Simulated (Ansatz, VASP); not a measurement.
**SiC: VASP beside Ansatz**

Contents of INCAR:

```
PREC = Accurate ; ENCUT = 520
EDIFF = 1E-6 ; ISMEAR = 0
SIGMA = 0.05 ; LREAL = F
LASPH = T ; NELM = 100
ALGO = Normal ; ISIF = 2
LWAVE = F ; LCHARG = F
GGA = PS ; NBANDS = 11
```

Contents of KPOINTS:

```
Automatic mesh
0
Gamma
  12 12 12
```

The input POSCAR:

```
SiC
1.0
    0.0000000000      2.2609600000      2.0870400000
    2.2609600000      0.0000000000      2.0870400000
    2.2609600000      2.2609600000      0.0000000000
Si C
1 1
Direct
    0.0000000000      0.0000000000      0.0000000000
    0.7500000000      0.7500000000      0.7500000000
```

Input for Ansatz:

```yaml
crystal:
  lattice:
    - [0.0, 2.26096, 2.08704]
    - [2.26096, 0.0, 2.08704]
    - [2.26096, 2.26096, 0.0]
  atoms:
    - { symbol: Si, position: [0.0, 0.0, 0.0] }
    - { symbol: C, position: [0.75, 0.75, 0.75] }
basis:
  ecutwfc: 420
kpoints:
  mp_grid: { grid: [12, 12, 12] }
hamiltonian:
  xc: pbesol
scf:
  occupations: { method: gaussian, width: 0.05 }
output:
  forces: true
  stress: true
  eigenvalues: true
```

Change from the starting cell: strain +0.040 along x and y, -0.040 along z, atoms carried along.

Alike in both runs: task single point; functional PBEsol; k mesh 12 × 12 × 12; occupations gaussian, width 0.05 eV; no spin polarisation.

|  | VASP | Ansatz |
| --- | --- | --- |
| version | VASP 6.6.1 | Ansatz 0.2.0 |
| potentials or method | VASP PAW PBE potentials, release 64 (Si, C), cutoff 520 eV | scalar-relativistic, plane waves, PAW |
| valence electrons in the cell | 8 | 8 |

```tsv
	VASP	Ansatz	Ansatz less VASP
gap on the k mesh at the Fermi level (eV)	0.51	0.51	+0.009
least direct gap on the mesh (eV)	4.32	4.33	+0.009
pressure (GPa)	-6.7	-7.0	-0.33
traceless stress, the component that is largest in VASP (GPa)	11.33	11.34	+0.008
```

VASP's potentials were made for PBE, not for PBEsol. The functional is the same, so the differences come from potentials, cutoffs and numerics.
